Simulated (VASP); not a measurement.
Input of a VASP 6.6.1 run:

The input INCAR:

```
SYSTEM = Pb
  PREC = Accurate
  ENCUT = 520
  EDIFF = 1E-6
  ISMEAR = -1
  SIGMA = 0.05
  LREAL = .FALSE.
  LASPH = .TRUE.
  NELM = 80
  ALGO = Fast
  ISIF = 2
  LWAVE = .FALSE.
  LCHARG = .FALSE.
  GGA = PS
  NBANDS = 21
```

The input KPOINTS:

```
regular mesh
0
G
  7 7 7
  0 0 0
```

Contents of POSCAR:

```
Pb
1.0
    0.0000000000      3.2313721737      3.2313721737
    3.2313721737      0.0000000000      3.2313721737
    3.2313721737      3.2313721737      0.0000000000
Pb
2
Direct
    0.2500000000      0.2500000000      0.2500000000
    0.0000000000      0.0000000000      0.0000000000
```

Potentials or basis: VASP PAW PBE potentials, release 64 (Pb_d).

Run with:

```console
$ cat potpaw_PBE.64/Pb_d/POTCAR > POTCAR
$ mpirun -np 1 vasp_std > vasp.out
```

**Question.** Estimate the band gap on the k mesh.

**Answer.** Zero (band 14 reaches 6.56 eV, above the bottom of band 15 at 5.22 eV).

**Question.** Estimate the pressure.

**Answer.** 9.8 GPa.

Caveat: the PAW data sets were made with another functional, which shifts forces and pressure a little; spin-orbit coupling is left out, which moves the levels of the heavy elements.
